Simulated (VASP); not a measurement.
# Sn3Te in VASP: further runs

Sn3Te is run at these levels: PBE; tasks: relaxation of cell and atoms, single point.

All numbers are computed with VASP 6.6.1; they aren't measurements. Logs are shortened: lines on timing, memory, paths and dates and some standing lists are left out, and cuts for length are marked.

**1. The cell of the first run**

It takes space group Im-3m (No. 229, cubic). Conventional cell: a = 6.272 Å, b = 6.272 Å, c = 6.272 Å, α = 90.00°, β = 90.00°, γ = 90.00°. Sn (site symmetry 4/mmm) has 4 Sn at 3.14 Å and 2 Te at 3.14 Å within 4.1 Å. Within 4.1 Å of Te (site symmetry m-3m) lie 6 Sn at 3.14 Å.

The cell was generated, and may not be a known phase.

**2. Relaxation of cell and atoms, PBE**

Input file INCAR:

```
ALGO     = Fast           # electronic algorithm
EDIFF    = 1E-7           # SCF threshold, eV
EDIFFG   = -0.01          # ionic threshold
ENCUT    = 600            # plane-wave cutoff, eV
GGA      = PE             # functional
IBRION   = 2              # ionic algorithm
ISIF     = 3              # what is computed and relaxed
ISMEAR   = 0              # smearing method
LASPH    = T              # aspherical terms in the spheres
LCHARG   = F              # write CHGCAR
LREAL    = F              # projectors in reciprocal space
LWAVE    = F              # write WAVECAR
NELM     = 80             # most SCF steps
NSW      = 100            # ionic steps
PREC     = Accurate       # precision mode
SIGMA    = 0.1            # smearing width, eV
```

Input file KPOINTS:

```
k-points
0
Gamma
  10 10 10
```

Input file POSCAR:

```
Sn3Te
1.0
   -3.1358581697      3.1358581697      3.1358581697
    3.1358581697     -3.1358581697      3.1358581697
    3.1358581697      3.1358581697     -3.1358581697
Sn Te
3 1
Direct
    0.0000000000      0.5000000000      0.5000000000
    0.5000000000      0.0000000000      0.5000000000
    0.5000000000      0.5000000000      0.0000000000
    0.0000000000      0.0000000000      0.0000000000
```

Potentials or basis: VASP PAW PBE potentials, release 64 (Sn_d, Te).

Started as:

```sh
$ cat potpaw_PBE.64/Sn_d/POTCAR potpaw_PBE.64/Te/POTCAR > POTCAR
$ mpirun -np 1 vasp_std > vasp.out
```

OUTCAR:

```text
EDIFF = 1E-7
   EDIFFG = -0.01
   ENCUT = 600
   GGA = PE
   IBRION = 2
   ISIF = 3
   ISMEAR = 0
   LASPH = T
   LREAL = F
   NELM = 80
   NSW = 100
   PREC = Accurate

 ion  position               nearest neighbor table
   1  0.000  0.500  0.500-   2 3.14   3 3.14   4 3.14   4 3.14   3 3.14   2 3.14
   2  0.500  0.000  0.500-   1 3.14   3 3.14   4 3.14   3 3.14   4 3.14   1 3.14
   3  0.500  0.500  0.000-   1 3.14   2 3.14   4 3.14   2 3.14   1 3.14   4 3.14
   4  0.000  0.000  0.000-   1 3.14   2 3.14   3 3.14   1 3.14   2 3.14   3 3.14

  LATTYP: Found a body centered cubic cell.
 ALAT       =     6.2717163394

  Lattice vectors:

 A1 = (  -3.1358581697,   3.1358581697,   3.1358581697)
 A2 = (   3.1358581697,  -3.1358581697,   3.1358581697)
 A3 = (   3.1358581697,   3.1358581697,  -3.1358581697)

Analysis of symmetry for initial positions (statically):
=====================================================================
 Subroutine PRICEL returns:
 Original cell was already a primitive cell.

 Routine SETGRP: Setting up the symmetry group for a
 body centered cubic supercell.

 Subroutine GETGRP returns: Found 48 space group operations
 (whereof 48 operations were pure point group operations)
 out of a pool of 48 trial point group operations.

The static configuration has the point symmetry O_h .

Analysis of symmetry for dynamics (positions and initial velocities):
=====================================================================
 Subroutine PRICEL returns:
 Original cell was already a primitive cell.

 Routine SETGRP: Setting up the symmetry group for a
 body centered cubic supercell.

 Subroutine GETGRP returns: Found 48 space group operations
 (whereof 48 operations were pure point group operations)
 out of a pool of 48 trial point group operations.

The dynamic configuration has the point symmetry O_h .

 Subroutine INISYM returns: Found 48 space group operations
 (whereof 48 operations are pure point group operations),
 and found     1 'primitive' translations

----------------------------------------------------------------------------------------

                                     Primitive cell

  volume of cell :     123.3472

  direct lattice vectors                    reciprocal lattice vectors
    -3.135858170  3.135858170  3.135858170     0.000000000  0.159445987  0.159445987
     3.135858170 -3.135858170  3.135858170     0.159445987  0.000000000  0.159445987
     3.135858170  3.135858170 -3.135858170     0.159445987  0.159445987  0.000000000

  length of vectors
     5.431465675  5.431465675  5.431465675     0.225490677  0.225490677  0.225490677

  position of ions in fractional coordinates (direct lattice)
     0.000000000  0.500000000  0.500000000
     0.500000000  0.000000000  0.500000000
     0.500000000  0.500000000  0.000000000
     0.000000000  0.000000000  0.000000000

  ion indices of the primitive-cell ions
   primitive index   ion index
                 1           1
                 2           2
                 3           3
                 4           4

----------------------------------------------------------------------------------------

 KPOINTS: k-points

Automatic generation of k-mesh.
 Grid dimensions read from file:
 generate k-points for:   10   10   10

 Generating k-lattice:

  Cartesian coordinates                     Fractional coordinates (reciprocal lattice)
     0.000000000  0.015944599  0.015944599     0.100000000  0.000000000  0.000000000
     0.015944599  0.000000000  0.015944599     0.000000000  0.100000000  0.000000000
     0.015944599  0.015944599  0.000000000     0.000000000  0.000000000  0.100000000

  Length of vectors
     0.022549068  0.022549068  0.022549068

  Shift w.r.t. Gamma in fractional coordinates (k-lattice)
     0.000000000  0.000000000  0.000000000

 Subroutine IBZKPT returns following result:
 ===========================================

 Found     47 irreducible k-points:

 Following reciprocal coordinates:
            Coordinates               Weight
  0.000000  0.000000  0.000000      1.000000
  0.100000  0.000000  0.000000     12.000000
  0.200000  0.000000  0.000000     12.000000
  0.300000  0.000000  0.000000     12.000000
  0.400000  0.000000  0.000000     12.000000
  0.500000  0.000000  0.000000      6.000000
[... 16 lines left out ...]
  0.300000  0.300000  0.100000      8.000000
 -0.300000  0.300000  0.100000     24.000000
 [... further k-points ...]
   k-points           NKPTS =     47   k-points in BZ     NKDIM =     47   number of bands    NBANDS=     28
   number of dos      NEDOS =    301   number of ions     NIONS =      4
   total plane-waves  NPLWV = 110592
   dimension x,y,z NGX =    48 NGY =   48 NGZ =   48
   dimension x,y,z NGXF=    96 NGYF=   96 NGZF=   96
   ions per type =               3   1
   NGX,Y,Z   is equivalent  to a cutoff of  14.69, 14.69, 14.69 a.u.
   NGXF,Y,Z  is equivalent  to a cutoff of  29.38, 29.38, 29.38 a.u.
 SYSTEM =  unknown system
   PREC   = accura    normal or accurate (medium, high low for compatibility)
   ISTART =      0    job   : 0-new  1-cont  2-samecut
   ICHARG =      2    charge: 1-file 2-atom 10-const
   ISPIN  =      1    spin polarized calculation?
   LNONCOLLINEAR =      F non collinear calculations
   LSORBIT =      F    spin-orbit coupling
   LASPH  =      T    aspherical Exc in radial PAW
   ENCUT  =  600.0 eV  44.10 Ry    6.64 a.u.  10.85 10.85 10.85*2*pi/ulx,y,z
   NELM   =     80;   NELMIN=  2; NELMDL= -5     # of ELM steps
   EDIFF  = 0.1E-06   stopping-criterion for ELM
   LREAL  =      F    real-space projection
   EDIFFG = -.1E-01   stopping-criterion for IOM
   NSW    =    100    number of steps for IOM
   IBRION =      2    ionic relax: 0-MD 1-quasi-New 2-CG
   NFREE  =      1    steps in history (QN), initial steepest desc. (CG)
   ISIF   =      3    stress and relaxation
   ISYM   =      2    0-nonsym 1-usesym 2-fastsym
   POTIM  = 0.5000    time-step for ionic-motion
   TEBEG  =    0.0;   TEEND  =   0.0 temperature during run
   PSTRESS=    0.0 pullay stress
   NELECT =      48.0000    total number of electrons
   NUPDOWN=      -1.0000    fix difference up-down
   EMIN   =  10.00;   EMAX   =-10.00  energy-range for DOS
   EFERMI =   0.00;   METHOD = LEGACY
   ISMEAR =     0;   SIGMA  =   0.10  broadening in eV -4-tet -1-fermi 0-gaus
   EFERMI_NEDOS =   21; number of points for ismear=-14 and -15
   IALGO  =     68    algorithm
   IMIX   =      4    mixing-type and parameters
     AMIX     =   0.40;   BMIX     =  1.00
     AMIX_MAG =   1.60;   BMIX_MAG =  1.00
  volume/ion in A,a.u.               =      30.84       208.10
  Fermi-wavevector in a.u.,A,eV,Ry     =   1.195214  2.258626 19.436404  1.428535
  Thomas-Fermi vector in A             =   2.331184
   LORBIT       =      0    0 simple, 1 ext, 2 COOP (PROOUT), +10 PAW based schemes
   GGA     = PE    functional components
   LHFCALC =     F    Hartree Fock is set to
   AEXX    =    0.0000 exact exchange contribution
   IVDW    =     0    specifies the selected vdW correction
   LEPSILON=     F    determine dielectric tensor
   LRPA    =     F    only Hartree local field effects (RPA)
 conjugate gradient relaxation of ions
 non-spin polarized calculation
 RMM-DIIS sequential band-by-band and
 Gauss-broadening in eV      SIGMA  =   0.10
  energy-cutoff  :      600.00
  volume of cell :      123.35
 maximum number of plane-waves:      4144
 NGX is ok and might be reduce to    48

--------------------------------------- Ionic step        1  -------------------------------------------

 number of electron      47.9999994 magnetization

 Free energy of the ion-electron system (eV)
  ---------------------------------------------------
  ext. energy  EPLUGINS =         0.00000000
  ---------------------------------------------------
  free energy    TOTEN  =       -14.98794317 eV

  energy without entropy =      -14.98213767  energy(sigma->0) =      -14.98504042

------------------------ aborting loop because EDIFF is reached ----------------------------------------

  FORCE on cell =-STRESS in cart. coord.  units (eV):
  Direction    XX          YY          ZZ          XY          YZ          ZX
  --------------------------------------------------------------------------------------
  -------------------------------------------------------------------------------------
  Total       -0.2449760     -0.2449760     -0.2449760     -0.0000000     -0.0000000      0.0000000
  in kB       -3.1820352     -3.1820352     -3.1820352     -0.0000000     -0.0000000      0.0000000
  external PRESSURE =      -3.1820352 kB  Pullay stress =       0.0000000 kB

 VOLUME and BASIS-vectors are now :
 -----------------------------------------------------------------------------
  energy-cutoff  :      600.00
  volume of cell :      123.35
      direct lattice vectors                 reciprocal lattice vectors
    -3.135858170  3.135858170  3.135858170     0.000000000  0.159445987  0.159445987
     3.135858170 -3.135858170  3.135858170     0.159445987  0.000000000  0.159445987
     3.135858170  3.135858170 -3.135858170     0.159445987  0.159445987  0.000000000
[... 39 lines left out ...]
 POSITION                                       TOTAL-FORCE (eV/Angst)
 -----------------------------------------------------------------------------------
      3.12659      0.00000      0.00000         0.000000      0.000000     -0.000000
      0.00000      3.12659      0.00000         0.000000     -0.000000      0.000000
      0.00000      0.00000      3.12659        -0.000000      0.000000     -0.000000
      6.25319      0.00000      0.00000        -0.000000      0.000000     -0.000000
 -----------------------------------------------------------------------------------
    total drift:                               -0.000000     -0.000000      0.000000

  FREE ENERGIE OF THE ION-ELECTRON SYSTEM (eV)
  ---------------------------------------------------
  free  energy   TOTEN  =       -14.9887850106 eV

  energy  without entropy=      -14.9830575327  energy(sigma->0) =      -14.98592127

--------------------------------------- Ionic step        3  -------------------------------------------

 number of electron      47.9999990 magnetization

 Free energy of the ion-electron system (eV)
  ---------------------------------------------------
  ext. energy  EPLUGINS =         0.00000000
  ---------------------------------------------------
  free energy    TOTEN  =       -14.98882989 eV

  energy without entropy =      -14.98309147  energy(sigma->0) =      -14.98596068

 E-fermi :   6.8406     XC(G=0):  -9.6457

 val. band max:        6.8244810368   @ k =   0.5000   0.0000   0.0000
 cond. band min:       6.8415171631   @ k =   0.4000   0.1000  -0.0000
 fundamental gap:      0.0170361263
 Fermi energy:         6.8405738711

 k-point     1 :       0.0000    0.0000    0.0000
  band No.  band energies     occupation
      1     -14.8169      2.00000
      2     -14.8169      2.00000
      3     -14.8017      2.00000
      4     -14.7325      2.00000
      5     -14.7325      2.00000
      6     -14.7325      2.00000
[... 20 lines left out ...]
     27       9.3774      0.00000
[... 691 lines left out ...]
      6     -14.7063      2.00000
[... 20 lines left out ...]
     27       9.7094      0.00000
     28      10.4268      0.00000

 [... further k-points ...]

------------------------ aborting loop because EDIFF is reached ----------------------------------------

  FORCE on cell =-STRESS in cart. coord.  units (eV):
  Direction    XX          YY          ZZ          XY          YZ          ZX
  --------------------------------------------------------------------------------------
  -------------------------------------------------------------------------------------
  Total       -0.0025362     -0.0025362     -0.0025362      0.0000000     -0.0000000      0.0000000
  in kB       -0.0331837     -0.0331837     -0.0331837      0.0000000     -0.0000000      0.0000000
  external PRESSURE =      -0.0331837 kB  Pullay stress =       0.0000000 kB

 VOLUME and BASIS-vectors are now :
 -----------------------------------------------------------------------------
  energy-cutoff  :      600.00
  volume of cell :      122.45
      direct lattice vectors                 reciprocal lattice vectors
    -3.128268180  3.128268180  3.128268180     0.000000000  0.159832844  0.159832844
     3.128268180 -3.128268180  3.128268180     0.159832844  0.000000000  0.159832844
     3.128268180  3.128268180 -3.128268180     0.159832844  0.159832844  0.000000000

 POSITION                                       TOTAL-FORCE (eV/Angst)
 -----------------------------------------------------------------------------------
      3.12827      0.00000      0.00000         0.000000     -0.000000      0.000000
      0.00000      3.12827      0.00000        -0.000000      0.000000      0.000000
      0.00000      0.00000      3.12827         0.000000      0.000000     -0.000000
     -0.00000      0.00000      0.00000        -0.000000      0.000000     -0.000000
 -----------------------------------------------------------------------------------
    total drift:                               -0.000000     -0.000000      0.000000

  FREE ENERGIE OF THE ION-ELECTRON SYSTEM (eV)
  ---------------------------------------------------
  free  energy   TOTEN  =       -14.9888298948 eV

  energy  without entropy=      -14.9830914738  energy(sigma->0) =      -14.98596068

 reached required accuracy - stopping structural energy minimisation
```

Run time: 9.6 min. Hardware: 1 thread of Oxide Virtual Turin-like, shared host; peak memory 0.4 GiB.

Results:

| Property | Result |
| --- | --- |
| Free energy | -14.9888 eV |
| Relaxed volume | 30.61 Å³/atom |
| Relaxed cell | a = 5.418 Å, b = 5.418 Å, c = 5.418 Å, α = 109.47°, β = 109.47°, γ = 109.47° |
| Space group after relaxing (to 0.1 Å) | Im-3m (No. 229) |
| Energy gained by relaxing | 0.2 meV/atom |
| Ionic steps | 3 |
| Pressure after relaxing | 0.0 GPa |
| Band gap on the k mesh | zero (bands 24 and 25 overlap by 2.57 eV) |

The path:
```csv
step,energy change (eV),largest force (eV/Å),pressure (GPa),volume (Å³)
1,0.0000,0.0000,-0.32,123.35
2,-0.0008,0.0000,0.07,122.26
3,-0.0009,0.0000,0.00,122.45
```

Final structure:
```yaml
crystal:
  lattice:
    - [-3.12827, 3.12827, 3.12827]
    - [3.12827, -3.12827, 3.12827]
    - [3.12827, 3.12827, -3.12827]
  atoms:
    - { symbol: Sn, position: [0.00000, 0.50000, 0.50000] }
    - { symbol: Sn, position: [0.50000, 0.00000, 0.50000] }
    - { symbol: Sn, position: [0.50000, 0.50000, 0.00000] }
    - { symbol: Te, position: [0.00000, 0.00000, 0.00000] }
```

Levels at points of the mesh, in eV from the Fermi level:
```tsv
k point	band 21	band 22	band 23	band 24	band 25	band 26	band 27	band 28
(0.00, 0.00, 0.00)	-3.68	-3.68	-2.15	-2.15	-2.15	2.54	2.54	2.54
(0.50, 0.00, 0.00)	-2.71	-1.50	-1.03	-0.07	-0.02	1.53	2.18	2.71
(0.50, 0.50, 0.50)	-5.11	-2.60	-0.90	-0.90	-0.90	5.25	5.25	5.27
```

Caveat: spin-orbit coupling is left out, which moves the levels of the heavy elements.

**3. Single point, PBE**

This run uses another cell than the first one: it holds 8 atoms, not 4.

Input file INCAR:

```
SYSTEM = Sn3Te
  PREC = Accurate
  ENCUT = 520
  EDIFF = 1E-6
  ISMEAR = 0
  SIGMA = 0.2
  LREAL = .FALSE.
  LASPH = .TRUE.
  NELM = 60
  ALGO = Fast
  ISIF = 2
  LWAVE = .FALSE.
  LCHARG = .FALSE.
  GGA = PE
  NBANDS = 58
```

Input file KPOINTS:

```
Automatic mesh
0
G
  4 4 4
  0 0 0
```

Input file POSCAR:

```
Sn3Te
1.0
   -3.1048801540      3.1031129165      3.1564696335
    3.1028569010     -3.1032241521      3.1536976671
    6.2412825077      6.2400675758     -0.0022455109
Sn Te
6 2
Direct
    0.7501924468      0.2503661301      0.2499378562
    0.2501085432      0.7502554891      0.7499424883
    0.2503620229      0.7502034023      0.2501366305
    0.7502493204      0.2500961629      0.7501135259
    0.9990535008     -0.0007316767      0.4999250467
    0.4990514451      0.4992606735     -0.0000888488
    0.5006238171      0.5003849523      0.5000249351
    0.0003589038      0.0001648665      1.0000083660
```

Potentials or basis: VASP PAW PBE potentials, release 64 (Sn_d, Te).

Started as:

```sh
$ cat potpaw_PBE.64/Sn_d/POTCAR potpaw_PBE.64/Te/POTCAR > POTCAR
$ mpirun -np 1 vasp_std > vasp.out
```

Wall time 9.1 min (1 thread of Oxide Virtual Turin-like, shared host); peak memory 0.52 GiB.

Results (log left out):

```
Free energy            : -30.0394 eV
Pressure               : 0.0 GPa
Band gap on the k mesh : zero (bands 48 and 49 overlap by 1.21 eV)
```

Forces on the atoms (eV/Å):
```
Sn  -0.001  0.000  0.000
Sn   0.000  0.000  0.000
Sn  -0.001 -0.001  0.000
Sn   0.000 -0.001  0.000
Sn   0.000  0.001  0.001
Sn   0.001  0.002  0.002
Te   0.001 -0.001 -0.002
Te   0.001  0.000 -0.001
```

Levels at points of the mesh, in eV from the Fermi level:
```csv
k point,band 45,band 46,band 47,band 48,band 49,band 50,band 51,band 52
"(0.00, 0.00, 0.00)",-2.12,-2.00,-1.36,-0.88,0.09,0.16,1.59,2.21
"(0.50, 0.00, 0.00)",-1.22,-1.21,-0.64,-0.64,0.36,0.36,1.52,1.52
"(0.00, 0.50, 0.00)",-1.22,-1.21,-0.64,-0.64,0.35,0.36,1.51,1.51
"(0.50, 0.50, 0.00)",-0.93,-0.90,-0.86,-0.69,0.05,0.10,1.60,2.24
"(0.00, 0.00, 0.50)",-2.32,-2.32,-0.81,-0.81,-0.76,-0.76,2.09,2.09
"(0.50, 0.00, 0.50)",-0.97,-0.97,-0.07,-0.07,0.06,0.06,1.61,1.61
"(0.00, 0.50, 0.50)",-0.97,-0.97,-0.08,-0.07,0.06,0.06,1.61,1.61
"(0.50, 0.50, 0.50)",-1.50,-1.49,-0.30,-0.30,0.79,0.79,3.19,3.19
```

Caveat: spin-orbit coupling is left out, which moves the levels of the heavy elements.

The gap in the log of VASP goes by the Fermi energy; the results here count the filled bands.